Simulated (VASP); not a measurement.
TiAl: single point with PBEsol

Crystal: TiAl.

```xyz
2
Lattice="2.8092 0.0000 0.0000 0.0000 3.1564 0.0000 0.0000 0.0000 3.1564" Properties=species:S:1:pos:R:3 pbc="T T T"
Ti    0.0000    0.0000    0.0000
Al    1.4046    1.5782    1.5782
```

This cell differs from its parent crystal: normal strain along x -0.1100, normal strain along y +0.0000.

```yaml
Program: VASP 6.6.1
Task: single point
Functional: PBEsol
Potentials_or_basis: VASP PAW PBE potentials, release 64 (Ti_sv, Al)
Cutoff: 520 eV
k_mesh: 14 × 14 × 14
Occupations: gaussian, width 0.15 eV
Spin: no spin polarisation
```

```yaml
Pressure: 18.0 GPa
```

Stress tensor (GPa, compression positive):
```
18.50  0.00  0.00
 0.00 17.68  0.00
 0.00  0.00 17.68
```

Levels at points of the mesh, in eV from the Fermi level:
```csv
k point,band 5,band 6,band 7,band 8,band 9,band 10,band 11,band 12
"(0.00, 0.00, 0.00)",-9.80,-1.90,-1.59,1.73,2.53,2.53,4.09,4.09
"(0.50, 0.00, 0.00)",-5.30,-5.21,-0.37,-0.21,-0.21,2.20,4.69,6.73
"(0.00, 0.50, 0.00)",-6.50,-5.60,-0.79,-0.30,1.28,2.70,3.20,6.57
"(0.50, 0.50, 0.00)",-5.04,-2.15,-1.45,-1.34,0.33,0.68,3.40,6.10
"(0.00, 0.50, 0.50)",-5.83,-2.43,-2.43,-1.73,1.62,1.62,2.99,4.78
"(0.50, 0.50, 0.50)",-3.43,-3.43,-3.40,1.68,3.17,3.24,3.24,3.75
```

Run time: 52 s on 1 thread of Intel(R) Xeon(R) 6975P-C (Granite Rapids), on a shared host, peak memory 0.23 GiB.

Caveat: the cell differs from its parent crystal (normal strain along x -0.1100, normal strain along y +0.0000); the PAW data sets were made with another functional, which shifts forces and pressure a little.
